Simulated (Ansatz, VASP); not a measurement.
**PbO in VASP and in Ansatz**

```
Pb O
1.0
     3.23692    0.00000    0.00000
     0.00000    3.23692    0.00000
     0.00000    0.00000    3.16306
Pb O
1 1
Direct
  0.00000 0.00000 0.00000
  0.50000 0.50000 0.50000
```

Change from the starting cell: epitaxial_xy strain +1.8%.

Alike in both runs: task single point; functional r2SCAN; k mesh 8 × 8 × 8; occupations fermi-dirac, width 0.02 eV; no spin polarisation.

|  | VASP | Ansatz |
| --- | --- | --- |
| version | VASP 6.6.1 | Ansatz 0.2.0 |
| potentials or method | VASP PAW PBE potentials, release 64 (Pb_d, O) | plane waves, PAW |
| plane-wave cutoff (eV) | 520 | 500 |
| valence electrons in the cell | 20 | 20 |

Ansatz gave:

* pressure (GPa): -3.0
* traceless stress, the component that is largest in VASP (GPa): 2.98

Question: What did VASP give for the same quantities?

Answer: Pressure (GPa): -2.9; traceless stress, the component that is largest in VASP (GPa): 2.99.

VASP's potentials were made for PBE, not for r2SCAN. With one functional, cell and mesh, what is left measures potentials, basis and numerics.

Spin-orbit coupling is off throughout.
